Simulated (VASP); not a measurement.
# GaSe (P6_3/mmc) in VASP: a series of runs

The runs below take GaSe through single point, relaxation of cell and atoms, with PBEsol.

Everything below comes from runs of VASP 6.6.1. Logs are shortened: lines on timing, memory, paths and dates and some standing lists are left out, and cuts for length are marked.

## Step 1: The cell of the first run

It takes space group P6_3/mmc (No. 194, hexagonal). The conventional cell has a = 3.746 Å, b = 3.746 Å, c = 16.352 Å, α = 90.00°, β = 90.00°, γ = 120.00°. Within 3.2 Å of Ga (site symmetry 3m) lie 1 Ga at 2.43 Å and 3 Se at 2.46 Å. Se (site symmetry 3m) has 3 Ga at 2.46 Å within 3.2 Å.

## Step 2: Single point, PBEsol

INCAR

```
SYSTEM = GaSe
PREC = Accurate ; ENCUT = 500
EDIFF = 1E-6 ; ISMEAR = 0
SIGMA = 0.02 ; LREAL = .False.
LASPH = .True. ; NELM = 120
ALGO = Normal ; ISIF = 2
LWAVE = .False. ; LCHARG = .True.
GGA = PS ; LELF = .True.
LVHAR = .True. ; NBANDS = 48
GGA_COMPAT = .False.
```

KPOINTS

```
Automatic mesh
0
Gamma
  9 9 2
  0 0 0
```

POSCAR

```
GaSe
1.0
    3.7461210068      0.0000000000      0.0000000000
   -1.8730605034      3.2442359575      0.0000000000
    0.0000000000      0.0000000000     16.3515386547
Ga Se
4 4
Direct
    0.3333333333      0.6666666667      0.1756492624
    0.6666666667      0.3333333333      0.6756492624
    0.3333333333      0.6666666667      0.3243507376
    0.6666666667      0.3333333333      0.8243507376
    0.3333333333      0.6666666667      0.6039523845
    0.6666666667      0.3333333333      0.1039523845
    0.3333333333      0.6666666667      0.8960476155
    0.6666666667      0.3333333333      0.3960476155
```

Potentials or basis: VASP PAW PBE potentials, release 64 (Ga_d, Se).

Launch:

```console
cat potpaw_PBE.64/Ga_d/POTCAR potpaw_PBE.64/Se/POTCAR > POTCAR
mpirun -np 1 vasp_std > vasp.out
```

OUTCAR:

```text
SYSTEM = GaSe
   PREC = Accurate
   ENCUT = 500
   EDIFF = 1E-6
   ISMEAR = 0
   LREAL = .False.
   LASPH = .True.
   NELM = 120
   ISIF = 2
   GGA = PS

 ion  position               nearest neighbor table
   1  0.333  0.667  0.176-   3 2.43   6 2.46   6 2.46   6 2.46
   2  0.667  0.333  0.676-   4 2.43   5 2.46   5 2.46   5 2.46
   3  0.333  0.667  0.324-   1 2.43   8 2.46   8 2.46   8 2.46
   4  0.667  0.333  0.824-   2 2.43   7 2.46   7 2.46   7 2.46
   5  0.333  0.667  0.604-   2 2.46   2 2.46   2 2.46
   6  0.667  0.333  0.104-   1 2.46   1 2.46   1 2.46
   7  0.333  0.667  0.896-   4 2.46   4 2.46   4 2.46
   8  0.667  0.333  0.396-   3 2.46   3 2.46   3 2.46

  LATTYP: Found a hexagonal cell.
 ALAT       =     3.7461210068
 C/A-ratio  =     4.3649253788

  Lattice vectors:

 A1 = (   3.7461210068,   0.0000000000,   0.0000000000)
 A2 = (  -1.8730605034,   3.2442359575,   0.0000000000)
 A3 = (   0.0000000000,   0.0000000000,  16.3515386547)

Analysis of symmetry for initial positions (statically):
=====================================================================
 Subroutine PRICEL returns:
 Original cell was already a primitive cell.

 Routine SETGRP: Setting up the symmetry group for a
 hexagonal supercell.

 Subroutine GETGRP returns: Found 24 space group operations
 (whereof 12 operations were pure point group operations)
 out of a pool of 24 trial point group operations.

The static configuration has the point symmetry D_3d.
 The point group associated with its full space group is D_6h.

Analysis of symmetry for dynamics (positions and initial velocities):
=====================================================================
 Subroutine PRICEL returns:
 Original cell was already a primitive cell.

 Routine SETGRP: Setting up the symmetry group for a
 hexagonal supercell.

 Subroutine GETGRP returns: Found 24 space group operations
 (whereof 12 operations were pure point group operations)
 out of a pool of 24 trial point group operations.

The dynamic configuration has the point symmetry D_3d.
 The point group associated with its full space group is D_6h.

 Subroutine INISYM returns: Found 24 space group operations
 (whereof 12 operations are pure point group operations),
 and found     1 'primitive' translations

----------------------------------------------------------------------------------------

                                     Primitive cell

  volume of cell :     198.7252

  direct lattice vectors                    reciprocal lattice vectors
     3.746121007  0.000000000  0.000000000     0.266942792  0.154119493  0.000000000
    -1.873060503  3.244235957  0.000000000     0.000000000  0.308238985  0.000000000
     0.000000000  0.000000000 16.351538655     0.000000000  0.000000000  0.061156324

  length of vectors
     3.746121007  3.746121007 16.351538655     0.308238985  0.308238985  0.061156324

  position of ions in fractional coordinates (direct lattice)
     0.333333333  0.666666667  0.175649262
     0.666666667  0.333333333  0.675649262
     0.333333333  0.666666667  0.324350738
     0.666666667  0.333333333  0.824350738
     0.333333333  0.666666667  0.603952384
     0.666666667  0.333333333  0.103952384
     0.333333333  0.666666667  0.896047616
     0.666666667  0.333333333  0.396047616

  ion indices of the primitive-cell ions
   primitive index   ion index
                 1           1
                 2           2
                 3           3
                 4           4
                 5           5
                 6           6
                 7           7
                 8           8

----------------------------------------------------------------------------------------

 KPOINTS: Automatic mesh

Automatic generation of k-mesh.
 Grid dimensions read from file:
 generate k-points for:    9    9    2

 Generating k-lattice:

  Cartesian coordinates                     Fractional coordinates (reciprocal lattice)
     0.029660310  0.017124388  0.000000000     0.111111111  0.000000000  0.000000000
     0.000000000  0.034248776  0.000000000     0.000000000  0.111111111  0.000000000
     0.000000000  0.000000000  0.030578162     0.000000000  0.000000000  0.500000000

  Length of vectors
     0.034248776  0.034248776  0.030578162

  Shift w.r.t. Gamma in fractional coordinates (k-lattice)
     0.000000000  0.000000000  0.000000000

 Subroutine IBZKPT returns following result:
 ===========================================

 Found     24 irreducible k-points:

 Following reciprocal coordinates:
            Coordinates               Weight
  0.000000  0.000000  0.000000      1.000000
  0.111111 -0.000000  0.000000      6.000000
  0.222222  0.000000  0.000000      6.000000
  0.333333  0.000000  0.000000      6.000000
  0.444444  0.000000  0.000000      6.000000
  0.111111  0.111111  0.000000      6.000000
[... 16 lines left out ...]
  0.333333  0.222222  0.500000     12.000000
  0.333333  0.333333  0.500000      2.000000
   k-points           NKPTS =     24   k-points in BZ     NKDIM =     24   number of bands    NBANDS=     48
   number of dos      NEDOS =    301   number of ions     NIONS =      8
   total plane-waves  NPLWV =  94080
   dimension x,y,z NGX =    28 NGY =   28 NGZ =  120
   dimension x,y,z NGXF=    56 NGYF=   56 NGZF=  240
   ions per type =               4   4
   NGX,Y,Z   is equivalent  to a cutoff of  12.43, 12.43, 12.20 a.u.
   NGXF,Y,Z  is equivalent  to a cutoff of  24.85, 24.85, 24.40 a.u.
 SYSTEM =  GaSe
   PREC   = accura    normal or accurate (medium, high low for compatibility)
   ISTART =      0    job   : 0-new  1-cont  2-samecut
   ICHARG =      2    charge: 1-file 2-atom 10-const
   ISPIN  =      1    spin polarized calculation?
   LNONCOLLINEAR =      F non collinear calculations
   LSORBIT =      F    spin-orbit coupling
   LASPH  =      T    aspherical Exc in radial PAW
   ENCUT  =  500.0 eV  36.75 Ry    6.06 a.u.   6.83  6.83 29.81*2*pi/ulx,y,z
   NELM   =    120;   NELMIN=  2; NELMDL= -5     # of ELM steps
   EDIFF  = 0.1E-05   stopping-criterion for ELM
   LREAL  =      F    real-space projection
   EDIFFG = 0.1E-04   stopping-criterion for IOM
   NSW    =      0    number of steps for IOM
   IBRION =     -1    ionic relax: 0-MD 1-quasi-New 2-CG
   NFREE  =      0    steps in history (QN), initial steepest desc. (CG)
   ISIF   =      2    stress and relaxation
   ISYM   =      2    0-nonsym 1-usesym 2-fastsym
   POTIM  = 0.5000    time-step for ionic-motion
   TEBEG  =    0.0;   TEEND  =   0.0 temperature during run
   PSTRESS=    0.0 pullay stress
   NELECT =      76.0000    total number of electrons
   NUPDOWN=      -1.0000    fix difference up-down
   EMIN   =  10.00;   EMAX   =-10.00  energy-range for DOS
   EFERMI =   0.00;   METHOD = LEGACY
   ISMEAR =     0;   SIGMA  =   0.02  broadening in eV -4-tet -1-fermi 0-gaus
   EFERMI_NEDOS =   21; number of points for ismear=-14 and -15
   IALGO  =     38    algorithm
   IMIX   =      4    mixing-type and parameters
     AMIX     =   0.40;   BMIX     =  1.00
     AMIX_MAG =   1.60;   BMIX_MAG =  1.00
  volume/ion in A,a.u.               =      24.84       167.63
  Fermi-wavevector in a.u.,A,eV,Ry     =   1.188306  2.245573 19.212405  1.412072
  Thomas-Fermi vector in A             =   2.324439
   LORBIT       =      0    0 simple, 1 ext, 2 COOP (PROOUT), +10 PAW based schemes
   GGA     = PS    functional components
   LHFCALC =     F    Hartree Fock is set to
   AEXX    =    0.0000 exact exchange contribution
   IVDW    =     0    specifies the selected vdW correction
   LEPSILON=     F    determine dielectric tensor
   LRPA    =     F    only Hartree local field effects (RPA)
 non-spin polarized calculation
 Gauss-broadening in eV      SIGMA  =   0.02
  energy-cutoff  :      500.00
  volume of cell :      198.73
 maximum number of plane-waves:      5080
 NGX is ok and might be reduce to    28
   NGX = 13   NGY = 13   NGZ = 59

 number of electron      76.0000031 magnetization

 Free energy of the ion-electron system (eV)
  ---------------------------------------------------
  ext. energy  EPLUGINS =         0.00000000
  ---------------------------------------------------
  free energy    TOTEN  =       -33.25158363 eV

  energy without entropy =      -33.25158363  energy(sigma->0) =      -33.25158363

 E-fermi :   3.1808     XC(G=0):  -9.3419

 val. band max:        3.0582203699   @ k =   0.0000   0.0000   0.0000
 cond. band min:       4.0894033003   @ k =   0.0000   0.0000   0.0000
 fundamental gap:      1.0311829304
 Fermi energy:         3.1808223128

 k-point     1 :       0.0000    0.0000    0.0000
  band No.  band energies     occupation
      1     -11.9726      2.00000
      2     -11.9720      2.00000
      3     -11.8425      2.00000
      4     -11.8425      2.00000
      5     -11.8424      2.00000
      6     -11.8424      2.00000
[... 40 lines left out ...]
     47       8.4900      0.00000
     48       8.4908      0.00000

 k-point     2 :       0.1111   -0.0000    0.0000
  band No.  band energies     occupation
      1     -11.9750      2.00000
      2     -11.9739      2.00000
      3     -11.8807      2.00000
      4     -11.8769      2.00000
      5     -11.8409      2.00000
      6     -11.8408      2.00000
[... 40 lines left out ...]
     47       8.0179      0.00000
     48       8.2945      0.00000

 k-point     3 :       0.2222    0.0000    0.0000
  band No.  band energies     occupation
      1     -11.9978      2.00000
      2     -11.9934      2.00000
      3     -11.9258      2.00000
      4     -11.9226      2.00000
      5     -11.9018      2.00000
      6     -11.8938      2.00000
[... 40 lines left out ...]
     47       7.7794      0.00000
     48       8.0851      0.00000

 k-point     4 :       0.3333    0.0000    0.0000
  band No.  band energies     occupation
      1     -12.0409      2.00000
      2     -12.0359      2.00000
      3     -11.9571      2.00000
      4     -11.9508      2.00000
      5     -11.9330      2.00000
      6     -11.9319      2.00000
[... 958 lines left out ...]
     47       8.4005      0.00000
     48       8.4005      0.00000

 k-point    23 :       0.3333    0.2222    0.5000
  band No.  band energies     occupation
      1     -12.0651      2.00000
      2     -12.0651      2.00000
      3     -11.9878      2.00000
      4     -11.9878      2.00000
      5     -11.9312      2.00000
      6     -11.9312      2.00000
[... 40 lines left out ...]
     47       8.3706      0.00000
     48       8.3706      0.00000

 k-point    24 :       0.3333    0.3333    0.5000
  band No.  band energies     occupation
      1     -12.0677      2.00000
      2     -12.0677      2.00000
      3     -11.9923      2.00000
      4     -11.9923      2.00000
      5     -11.9307      2.00000
      6     -11.9307      2.00000
[... 40 lines left out ...]
     47       9.2318      0.00000
     48       9.2318      0.00000

------------------------ aborting loop because EDIFF is reached ----------------------------------------

  FORCE on cell =-STRESS in cart. coord.  units (eV):
  Direction    XX          YY          ZZ          XY          YZ          ZX
  --------------------------------------------------------------------------------------
  -------------------------------------------------------------------------------------
  Total        0.1481213      0.1481213      0.1286947      0.0000000      0.0000000      0.0000000
  in kB        1.1941950      1.1941950      1.0375721      0.0000000      0.0000000      0.0000000
  external PRESSURE =       1.1419874 kB  Pullay stress =       0.0000000 kB

 VOLUME and BASIS-vectors are now :
 -----------------------------------------------------------------------------
  energy-cutoff  :      500.00
  volume of cell :      198.73
      direct lattice vectors                 reciprocal lattice vectors
     3.746121007  0.000000000  0.000000000     0.266942792  0.154119493  0.000000000
    -1.873060503  3.244235957  0.000000000     0.000000000  0.308238985  0.000000000
     0.000000000  0.000000000 16.351538655     0.000000000  0.000000000  0.061156324

 POSITION                                       TOTAL-FORCE (eV/Angst)
 -----------------------------------------------------------------------------------
     -0.00000      2.16282      2.87214         0.000000      0.000000      0.019652
      1.87306      1.08141     11.04791        -0.000000     -0.000000      0.019652
     -0.00000      2.16282      5.30363         0.000000      0.000000     -0.019652
      1.87306      1.08141     13.47940        -0.000000     -0.000000     -0.019652
     -0.00000      2.16282      9.87555        -0.000000      0.000000     -0.020099
      1.87306      1.08141      1.69978        -0.000000     -0.000000     -0.020099
     -0.00000      2.16282     14.65176         0.000000      0.000000      0.020099
      1.87306      1.08141      6.47599        -0.000000     -0.000000      0.020099
 -----------------------------------------------------------------------------------
    total drift:                               -0.000000      0.000000     -0.000000

  FREE ENERGIE OF THE ION-ELECTRON SYSTEM (eV)
  ---------------------------------------------------
  free  energy   TOTEN  =       -33.2515836309 eV

  energy  without entropy=      -33.2515836309  energy(sigma->0) =      -33.25158363
```

Run time: 2 min. Hardware: 1 thread of Intel Xeon 6975P-C (Granite Rapids), shared host; peak memory 0.38 GiB.

What came out:

| Quantity | Value |
| --- | --- |
| Free energy | -33.2516 eV |
| Pressure | 0.1 GPa |
| Largest force | 0.020 eV/Å |
| Band gap on the k mesh | 1.03 eV |

Forces in eV/Å, atoms in the order of the input:
```
Ga   0.000  0.000  0.020
Ga   0.000  0.000  0.020
Ga   0.000  0.000 -0.020
Ga   0.000  0.000 -0.020
Se   0.000  0.000 -0.020
Se   0.000  0.000 -0.020
Se   0.000  0.000  0.020
Se   0.000  0.000  0.020
```

Caveat: the PAW data sets were made with another functional, which shifts forces and pressure a little; this functional lacks dispersion, which binds layers or chains, so the pressure and a relaxed spacing across them are unreliable. A k mesh can miss the band edges.

(Continued in part 2 of 2.)
